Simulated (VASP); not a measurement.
# BN (R3m) in VASP: further runs

Aim: see how the results for BN move with the level of theory and the settings. Levels: PBE0, B3LYP, PBEsol-based global hybrid with 25 % exact exchange. Tasks: single point.

Everything below comes from runs of VASP 6.6.1. Logs are shortened: lines on timing, memory, paths and dates and some standing lists are left out, and cuts for length are marked.

## (1) The cell of the first run

The structure is trigonal, space group R3m (No. 160). The conventional cell has a = 2.551 Å, b = 2.551 Å, c = 10.317 Å, α = 90.00°, β = 90.00°, γ = 120.00°. N (site symmetry 3m) has 3 B at 1.47 Å within 2.0 Å. Within 2.0 Å of B (site symmetry 3m) lie 3 N at 1.47 Å.

## (2) Single point, PBE0

POSCAR reads:

```
BN
1.0
    1.2756598126      0.7365025362      3.4390871668
   -1.2756598126      0.7365025362      3.4390871668
    0.0000000000     -1.4730050723      3.4390871668
N B
1 1
Direct
    0.6672382000      0.6672382000      0.6672382000
    0.0003288000      0.0003288000      0.0003288000
```

INCAR.step1 reads:

```
  ALGO = Normal
  EDIFF = 1E-5
  ENCUT = 520
  GGA = PE
  ISIF = 2
  ISMEAR = -1
  LASPH = T
  LREAL = F
  LWAVE = T
  NBANDS = 11
  NELM = 60
  PREC = Accurate
  SIGMA = 0.05
```

INCAR.step2 reads:

```
  AEXX = 0.25
  ALGO = Normal
  EDIFF = 1E-6
  ENCUT = 520
  GGA = PE
  ISIF = 2
  ISMEAR = -1
  ISTART = 1
  LASPH = T
  LCHARG = T
  LELF = T
  LHFCALC = T
  LREAL = F
  LVHAR = T
  LWAVE = F
  NBANDS = 11
  NELM = 60
  PREC = Accurate
  PRECFOCK = Normal
  SIGMA = 0.05
```

KPOINTS reads:

```
k-points
0
Gamma
  6 6 6
```

Potentials or basis: VASP PAW PBE potentials, release 64 (N, B).

Command:

```
$ cat potpaw_PBE.64/N/POTCAR potpaw_PBE.64/B/POTCAR > POTCAR
$ cp INCAR.step1 INCAR
$ mpirun -np 1 vasp_std > vasp.out
$ cp INCAR.step2 INCAR
$ mpirun -np 1 vasp_std > vasp.out
```

OUTCAR:

```text
AEXX = 0.25
   EDIFF = 1E-6
   ENCUT = 520
   GGA = PE
   ISIF = 2
   ISMEAR = -1
   ISTART = 1
   LASPH = T
   LHFCALC = T
   LREAL = F
   NELM = 60
   PREC = Accurate
   PRECFOCK = Normal

 ion  position               nearest neighbor table
   1  0.667  0.667  0.667-   2 1.47   2 1.47   2 1.47
   2  0.000  0.000  0.000-   1 1.47   1 1.47   1 1.47

  LATTYP: Found a trigonal (rhomboedric) cell.
 ALAT       =     3.7412650914
 COS(alpha) =     0.7674786797

  Lattice vectors:

 A1 = (   1.2756598126,   0.7365025362,   3.4390871668)
 A2 = (  -1.2756598126,   0.7365025362,   3.4390871668)
 A3 = (   0.0000000000,  -1.4730050723,   3.4390871668)

Analysis of symmetry for initial positions (statically):
=====================================================================
 Subroutine PRICEL returns:
 Original cell was already a primitive cell.

 Routine SETGRP: Setting up the symmetry group for a
 trigonal (rhombohedral) supercell.

 Subroutine GETGRP returns: Found  6 space group operations
 (whereof  6 operations were pure point group operations)
 out of a pool of 12 trial point group operations.

The static configuration has the point symmetry C_3v.

Analysis of symmetry for dynamics (positions and initial velocities):
=====================================================================
 Subroutine PRICEL returns:
 Original cell was already a primitive cell.

 Routine SETGRP: Setting up the symmetry group for a
 trigonal (rhombohedral) supercell.

 Subroutine GETGRP returns: Found  6 space group operations
 (whereof  6 operations were pure point group operations)
 out of a pool of 12 trial point group operations.

The dynamic configuration has the point symmetry C_3v.

 Subroutine INISYM returns: Found  6 space group operations
 (whereof  6 operations are pure point group operations),
 and found     1 'primitive' translations

----------------------------------------------------------------------------------------

                                     Primitive cell

  volume of cell :      19.3867

  direct lattice vectors                    reciprocal lattice vectors
     1.275659813  0.736502536  3.439087167     0.391954027  0.226294763  0.096924945
    -1.275659813  0.736502536  3.439087167    -0.391954027  0.226294763  0.096924945
     0.000000000 -1.473005072  3.439087167     0.000000000 -0.452589525  0.096924945

  length of vectors
     3.741265091  3.741265091  3.741265091     0.462851729  0.462851729  0.462851729

  position of ions in fractional coordinates (direct lattice)
     0.667238200  0.667238200  0.667238200
     0.000328800  0.000328800  0.000328800

  ion indices of the primitive-cell ions
   primitive index   ion index
                 1           1
                 2           2

----------------------------------------------------------------------------------------

 KPOINTS: k-points

Automatic generation of k-mesh.
 Grid dimensions read from file:
 generate k-points for:    6    6    6

 Generating k-lattice:

  Cartesian coordinates                     Fractional coordinates (reciprocal lattice)
     0.065325671  0.037715794  0.016154157     0.166666667 -0.000000000 -0.000000000
    -0.065325671  0.037715794  0.016154157    -0.000000000  0.166666667 -0.000000000
     0.000000000 -0.075431588  0.016154157    -0.000000000 -0.000000000  0.166666667

  Length of vectors
     0.077141955  0.077141955  0.077141955

  Shift w.r.t. Gamma in fractional coordinates (k-lattice)
     0.000000000  0.000000000  0.000000000

 Subroutine IBZKPT returns following result:
 ===========================================

 Found     32 irreducible k-points:

 Following reciprocal coordinates:
            Coordinates               Weight
  0.000000  0.000000  0.000000      1.000000
  0.166667  0.000000 -0.000000      6.000000
  0.333333  0.000000  0.000000      6.000000
  0.500000  0.000000  0.000000      3.000000
  0.166667  0.166667 -0.000000      6.000000
  0.333333  0.166667  0.000000     12.000000
[... 16 lines left out ...]
  0.500000  0.500000  0.166667      6.000000
 -0.333333  0.500000  0.166667     12.000000
 [... further k-points ...]
   k-points           NKPTS =     32   k-points in BZ     NKDIM =    216   number of bands    NBANDS=     11
   number of dos      NEDOS =    301   number of ions     NIONS =      2
   total plane-waves  NPLWV =  21952
   dimension x,y,z NGX =    28 NGY =   28 NGZ =   28
   dimension x,y,z NGXF=    56 NGYF=   56 NGZF=   56
   ions per type =               1   1
   NGX,Y,Z   is equivalent  to a cutoff of  12.44, 12.44, 12.44 a.u.
   NGXF,Y,Z  is equivalent  to a cutoff of  24.88, 24.88, 24.88 a.u.
 SYSTEM =  unknown system
   PREC   = accura    normal or accurate (medium, high low for compatibility)
   ISTART =      1    job   : 0-new  1-cont  2-samecut
   ICHARG =      0    charge: 1-file 2-atom 10-const
   ISPIN  =      1    spin polarized calculation?
   LNONCOLLINEAR =      F non collinear calculations
   LSORBIT =      F    spin-orbit coupling
   LASPH  =      T    aspherical Exc in radial PAW
   ENCUT  =  520.0 eV  38.22 Ry    6.18 a.u.   6.96  6.96  6.96*2*pi/ulx,y,z
   NELM   =     60;   NELMIN=  2; NELMDL=  0     # of ELM steps
   EDIFF  = 0.1E-05   stopping-criterion for ELM
   LREAL  =      F    real-space projection
   EDIFFG = 0.1E-04   stopping-criterion for IOM
   NSW    =      0    number of steps for IOM
   IBRION =     -1    ionic relax: 0-MD 1-quasi-New 2-CG
   NFREE  =      0    steps in history (QN), initial steepest desc. (CG)
   ISIF   =      2    stress and relaxation
   ISYM   =      3    0-nonsym 1-usesym 2-fastsym
   POTIM  = 0.5000    time-step for ionic-motion
   TEBEG  =    0.0;   TEEND  =   0.0 temperature during run
   PSTRESS=    0.0 pullay stress
   NELECT =       8.0000    total number of electrons
   NUPDOWN=      -1.0000    fix difference up-down
   EMIN   =  10.00;   EMAX   =-10.00  energy-range for DOS
   EFERMI =   0.00;   METHOD = LEGACY
   ISMEAR =    -1;   SIGMA  =   0.05  broadening in eV -4-tet -1-fermi 0-gaus
   EFERMI_NEDOS =   21; number of points for ismear=-14 and -15
   IALGO  =     38    algorithm
   IMIX   =      1    mixing-type and parameters
     AMIX     =   0.40;   BMIX     =  1.00
     AMIX_MAG =   1.60;   BMIX_MAG =  1.00
  volume/ion in A,a.u.               =       9.69        65.41
  Fermi-wavevector in a.u.,A,eV,Ry     =   1.218813  2.303222 20.211515  1.485504
  Thomas-Fermi vector in A             =   2.354086
   LORBIT       =      0    0 simple, 1 ext, 2 COOP (PROOUT), +10 PAW based schemes
   GGA     = PE    functional components
   LHFCALC =     T    Hartree Fock is set to
   PRECFOCK=normal    Normal, Fast or Accurate (Low or Medium for compatibility)
   ENCUT4O =  -1.0   cutoff for four orbital integrals eV
   NKREDX  =     1    reduce k-point grid by
   NKREDY  =     1    reduce k-point grid by
   NKREDZ  =     1    reduce k-point grid by
   AEXX    =    0.2500 exact exchange contribution
   HFSCREEN=    0.0000 screening length (either q_TF or 0.3 A-1)
   HFSCREENC=   0.0000 screening length for correlation (either q_TF or 0.3 A-1)
   ENCUTFOCK=  -1.0 apply spherical cutoff to Coloumb kernel
   IVDW    =     0    specifies the selected vdW correction
   LEPSILON=     F    determine dielectric tensor
   LRPA    =     F    only Hartree local field effects (RPA)
 non-spin polarized calculation
  energy-cutoff  :      520.00
  volume of cell :       19.39
 maximum number of plane-waves:       532
  NGX = 24; NGY = 24; NGZ = 24

 number of electron       8.0000000 magnetization

 Free energy of the ion-electron system (eV)
  ---------------------------------------------------
  ext. energy  EPLUGINS =         0.00000000
  ---------------------------------------------------
  free energy    TOTEN  =       -21.29792095 eV

  energy without entropy =      -21.29792095  energy(sigma->0) =      -21.29792095

 E-fermi :   1.6052     XC(G=0):  -7.6727

 val. band max:        0.5432373556   @ k =  -0.3333   0.3333   0.0000
 cond. band min:       6.7873132828   @ k =   0.5000   0.5000   0.0000
 fundamental gap:      6.2440759272
 Fermi energy:         1.6051998652

 k-point     1 :       0.0000    0.0000    0.0000
  band No.  band energies     occupation
      1     -18.6774      2.00000
      2      -3.8337      2.00000
      3      -1.0466      2.00000
      4      -1.0466      2.00000
      5       7.4879      0.00000
      6      14.2718      0.00000
      7      14.2718      0.00000
      8      15.9901      0.00000
      9      16.8069      0.00000
     10      28.0513      0.00000
     11      30.1146      0.00000

 k-point     2 :       0.1667    0.0000   -0.0000
  band No.  band energies     occupation
      1     -18.1139      2.00000
      2      -3.2422      2.00000
      3      -3.1174      2.00000
      4      -1.9441      2.00000
      5       8.5311      0.00000
      6      13.9406      0.00000
      7      14.1935      0.00000
      8      16.5018      0.00000
      9      18.4073      0.00000
     10      25.4853      0.00000
     11      27.7640      0.00000

 k-point     3 :       0.3333    0.0000    0.0000
  band No.  band energies     occupation
      1     -16.6108      2.00000
      2      -6.9509      2.00000
      3      -3.3369      2.00000
      4      -1.4810      2.00000
      5       9.8648      0.00000
      6      11.3946      0.00000
      7      13.8651      0.00000
      8      19.7911      0.00000
      9      21.4100      0.00000
     10      22.5620      0.00000
     11      25.0301      0.00000
[... 267 lines left out ...]
 k-point    23 :       0.5000    0.5000    0.1667
  band No.  band energies     occupation
      1     -16.4776      2.00000
      2      -6.8869      2.00000
      3      -3.3858      2.00000
      4      -2.6714      2.00000
      5       9.4303      0.00000
      6      12.5665      0.00000
      7      16.2862      0.00000
      8      19.9724      0.00000
      9      21.2875      0.00000
     10      22.6839      0.00000
     11      27.7671      0.00000

 k-point    24 :      -0.3333    0.5000    0.1667
  band No.  band energies     occupation
      1     -15.4278      2.00000
      2      -8.0998      2.00000
      3      -5.2269      2.00000
      4      -0.9958      2.00000
      5       7.8964      0.00000
      6      14.4282      0.00000
      7      16.3520      0.00000
      8      18.6901      0.00000
      9      21.8516      0.00000
     10      23.4322      0.00000
     11      25.0948      0.00000

 [... further k-points ...]

------------------------ aborting loop because EDIFF is reached ----------------------------------------

  FORCE on cell =-STRESS in cart. coord.  units (eV):
  Direction    XX          YY          ZZ          XY          YZ          ZX
  --------------------------------------------------------------------------------------
  -------------------------------------------------------------------------------------
  Total       -2.6366503     -2.6366503      0.1325304      0.0000000      0.0000000      0.0000000
  in kB     -217.9011663   -217.9011663     10.9527348      0.0000000      0.0000000      0.0000000
  external PRESSURE =    -141.6165326 kB  Pullay stress =       0.0000000 kB

 VOLUME and BASIS-vectors are now :
 -----------------------------------------------------------------------------
  energy-cutoff  :      520.00
  volume of cell :       19.39
      direct lattice vectors                 reciprocal lattice vectors
     1.275659813  0.736502536  3.439087167     0.391954027  0.226294763  0.096924945
    -1.275659813  0.736502536  3.439087167    -0.391954027  0.226294763  0.096924945
     0.000000000 -1.473005072  3.439087167     0.000000000 -0.452589525  0.096924945

 POSITION                                       TOTAL-FORCE (eV/Angst)
 -----------------------------------------------------------------------------------
      0.00000      0.00000      6.88407         0.000000     -0.000000     -0.010580
      0.00000      0.00000      0.00339         0.000000      0.000000      0.010580
 -----------------------------------------------------------------------------------
    total drift:                               -0.000000     -0.000000     -0.000017

  FREE ENERGIE OF THE ION-ELECTRON SYSTEM (eV)
  ---------------------------------------------------
  free  energy   TOTEN  =       -21.2979209537 eV

  energy  without entropy=      -21.2979209536  energy(sigma->0) =      -21.29792095
```

It took 28 min on 1 thread of Intel Xeon 8259CL, shared host; peak memory 0.16 GiB.

Results:

| Property | Result |
| --- | --- |
| Free energy | -21.2979 eV |
| Pressure | -14.2 GPa |
| Largest force | 0.011 eV/Å |
| Band gap on the k mesh | 6.24 eV (least direct gap 6.71 eV) |

Forces on the atoms (eV/Å):
```
N    0.000  0.000 -0.011
B    0.000  0.000  0.011
```

Caveat: the k points lie up to 0.48 Å⁻¹ apart; the PAW data sets were made with another functional, which shifts forces and pressure a little.

## (3) Single point, B3LYP

This run uses another cell than the first one, of 9.14 Å³/atom.

POSCAR reads:

```
BN
1.0
    1.2511217832      0.7223354983      3.3729344033
   -1.2511217832      0.7223354983      3.3729344033
    0.0000000000     -1.4446709966      3.3729344033
N B
1 1
Direct
    0.6672382000      0.6672382000      0.6672382000
    0.0003288000      0.0003288000      0.0003288000
```

INCAR.step1 reads:

```
SYSTEM = BN
PREC     = Accurate       ! precision mode
ENCUT    = 520            ! plane-wave cutoff, eV
EDIFF    = 1E-5           ! SCF threshold, eV
ISMEAR   = -1             ! smearing method
SIGMA    = 0.05           ! smearing width, eV
LREAL    = .FALSE.        ! projectors in reciprocal space
LASPH    = .TRUE.         ! aspherical terms in the spheres
NELM     = 60             ! most SCF steps
ALGO     = Normal         ! electronic algorithm
ISIF     = 2              ! what is computed and relaxed
LWAVE    = .TRUE.         ! write WAVECAR
LCHARG   = .FALSE.        ! write CHGCAR
GGA      = PE             ! functional
NBANDS   = 11             ! bands
```

INCAR.step2 reads:

```
SYSTEM = BN
PREC     = Accurate       ! precision mode
ENCUT    = 520            ! plane-wave cutoff, eV
EDIFF    = 1E-6           ! SCF threshold, eV
ISMEAR   = -1             ! smearing method
SIGMA    = 0.05           ! smearing width, eV
LREAL    = .FALSE.        ! projectors in reciprocal space
LASPH    = .TRUE.         ! aspherical terms in the spheres
NELM     = 60             ! most SCF steps
ALGO     = Normal         ! electronic algorithm
ISIF     = 2              ! what is computed and relaxed
LWAVE    = .FALSE.        ! write WAVECAR
LCHARG   = .FALSE.        ! write CHGCAR
GGA      = B3             ! functional
LHFCALC  = .TRUE.         ! exact exchange
AEXX     = 0.2            ! exact-exchange fraction
AGGAX    = 0.72         
AGGAC    = 0.81         
ALDAC    = 0.19         
PRECFOCK = Normal       
ISTART   = 1            
NBANDS   = 11             ! bands
```

KPOINTS reads:

```
regular mesh
0
G
  6 6 6
  0 0 0
```

Potentials or basis: VASP PAW PBE potentials, release 64 (N, B).

Command:

```
$ cat potpaw_PBE.64/N/POTCAR potpaw_PBE.64/B/POTCAR > POTCAR
$ cp INCAR.step1 INCAR
$ mpirun -np 1 vasp_std > vasp.out
$ cp INCAR.step2 INCAR
$ mpirun -np 1 vasp_std > vasp.out
```

Run time: 12 min. Hardware: 1 thread of Intel Xeon Platinum 8375C at 2.90GHz (Ice Lake), shared host; peak memory 0.16 GiB.

Results (log left out):

```yaml
Free_energy: -20.0659 eV
Pressure: 0.6 GPa
Largest_force: 0.003 eV/Å
Band_gap_on_the_k_mesh: 5.98 eV (least direct gap 6.49 eV)
```

Forces on the atoms (eV/Å):
```
N    0.000  0.000 -0.003
B    0.000  0.000  0.003
```

Stress tensor (GPa, compression positive):
```
-0.62  0.00  0.00
 0.00 -0.62  0.00
 0.00  0.00  3.15
```

Levels at points of the mesh, in eV from the valence-band top:
```csv
k point,band 1,band 2,band 3,band 4,band 5,band 6,band 7,band 8,band 9
"(0.00, 0.00, 0.00)",-19.15,-4.48,-1.60,-1.60,6.73,13.79,13.79,15.55,17.00
"(0.50, 0.00, 0.00)",-15.79,-9.62,-4.52,-0.63,7.08,11.97,14.93,16.83,22.08
"(0.50, 0.50, 0.00)",-15.72,-9.50,-4.58,-1.25,5.98,11.97,16.19,19.56,22.56
"(0.50, 0.50, 0.50)",-18.88,-6.57,-1.61,-1.61,12.09,13.71,13.71,14.46,18.61
```

Caveat: the k points lie up to 0.49 Å⁻¹ apart; the PAW data sets were made with another functional, which shifts forces and pressure a little. A k mesh can miss the band edges.

## (4) Single point, PBEsol-based global hybrid with 25 % exact exchange

This run uses another cell than the first one, of 9.30 Å³/atom.

POSCAR reads:

```
BN
1.0
    1.2449078183      0.7187478640      3.4637966465
   -1.2449078183      0.7187478640      3.4637966465
    0.0000000000     -1.4374957280      3.4637966465
N B
1 1
Direct
    0.6671852573      0.6671852573      0.6671852573
    0.0003817427      0.0003817427      0.0003817427
```

INCAR.step1 reads:

```
PREC = Accurate ; ENCUT = 520
EDIFF = 1E-5 ; ISMEAR = -1
SIGMA = 0.05 ; LREAL = False
LASPH = True ; NELM = 60
ALGO = Normal ; ISIF = 2
LWAVE = True ; LCHARG = False
GGA = PE ; NBANDS = 11
```

INCAR.step2 reads:

```
PREC = Accurate ; ENCUT = 520
EDIFF = 1E-6 ; ISMEAR = -1
SIGMA = 0.05 ; LREAL = False
LASPH = True ; NELM = 60
ALGO = Normal ; ISIF = 2
LWAVE = False ; LCHARG = False
GGA = PS ; LHFCALC = True
AEXX = 0.25 ; PRECFOCK = Normal
ISTART = 1 ; NBANDS = 11
```

KPOINTS reads:

```
regular mesh
0
Gamma
  6 6 6
```

Command:

```
$ cat potpaw_PBE.64/N/POTCAR potpaw_PBE.64/B/POTCAR > POTCAR
$ cp INCAR.step1 INCAR
$ mpirun -np 1 vasp_std > vasp.out
$ cp INCAR.step2 INCAR
$ mpirun -np 1 vasp_std > vasp.out
```

It took 13 min on 1 thread of Intel Xeon Platinum 8375C at 2.90GHz (Ice Lake), shared host; peak memory 0.16 GiB.

The run converged. Its results:

```yaml
Free_energy: -21.8792 eV
Pressure: 0.3 GPa
Band_gap_on_the_k_mesh: 6.31 eV (least direct gap 6.84 eV)
```

Stress tensor (GPa, compression positive):
```
 0.59  0.00  0.00
 0.00  0.59  0.00
 0.00  0.00 -0.23
```

Levels at points of the mesh, in eV from the valence-band top:
```tsv
k point	band 1	band 2	band 3	band 4	band 5	band 6	band 7	band 8
(0.00, 0.00, 0.00)	-19.66	-4.88	-1.54	-1.54	6.73	14.30	14.30	16.27
(0.50, 0.00, 0.00)	-16.16	-9.96	-4.62	-0.73	7.37	12.32	15.06	16.92
(0.50, 0.50, 0.00)	-16.10	-9.85	-4.66	-1.27	6.31	12.38	16.34	19.52
(0.50, 0.50, 0.50)	-19.43	-6.77	-1.55	-1.55	12.08	14.24	14.24	14.86
```

Caveat: the k points lie up to 0.50 Å⁻¹ apart; the PAW data sets were made with another functional, which shifts forces and pressure a little. A k mesh can miss the band edges.

[end of part 1 of 2]
